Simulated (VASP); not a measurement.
Co3Sn2:

```xyz
5
Lattice="4.2230 0.0000 0.0000 -2.1115 3.6572 0.0000 0.0000 0.0000 5.0669" Properties=species:S:1:pos:R:3 pbc="T T T"
Co    0.0000    0.0000    3.7817
Co    0.0000    0.0000    1.2852
Co    2.1115    1.2191    0.0000
Sn    2.1115    1.2191    2.5334
Sn    0.0000    2.4381    0.0000
```

Base run:

```yaml
Program: VASP 6.6.1
Functional: PBEsol
Potentials_or_basis: VASP PAW PBE potentials, release 64 (Co, Sn_d)
Cutoff: 520 eV
k_mesh: 6 × 6 × 4
Occupations: gaussian, width 0.1 eV
Spin: collinear spin, ferromagnetic start
Starting_moments: "[1.25, 1.25, 0.55, 0.0, 0.0] μB"
```

Its results: pressure -5.8 GPa; net moment 2.68 μB per cell; site moments Co +1.15, +0.55 (each value once); Sn -0.05 μB; largest force 0.009 eV/Å.

Q: After a change of settings the same cell gave: pressure 0.7 GPa; net moment 1.00 μB per cell; site moments Co +0.54, +0.01 (each value once); Sn -0.02, -0.01 μB; largest force 0.560 eV/Å. Which change was it?
A. k mesh from 6 × 6 × 4 to 3 × 3 × 2; further incar settings from ALGO = Normal; EDIFF = 1e-06; NBANDS = 40 to ALGO = Normal; EDIFF = 1e-07; NBANDS = 40
B. k mesh from 6 × 6 × 4 to 6 × 6 × 6; further incar settings from ALGO = Normal; EDIFF = 1e-06; NBANDS = 40 to ALGO = Fast; EDIFF = 1e-06; NBANDS = 40
C. k mesh from 6 × 6 × 4 to 1 × 1 × 1

A: C.

Caveats: some runs use coarse meshes; the PAW data sets were made with another functional, which shifts forces and pressure a little; the cell stands under tension (at least some runs).
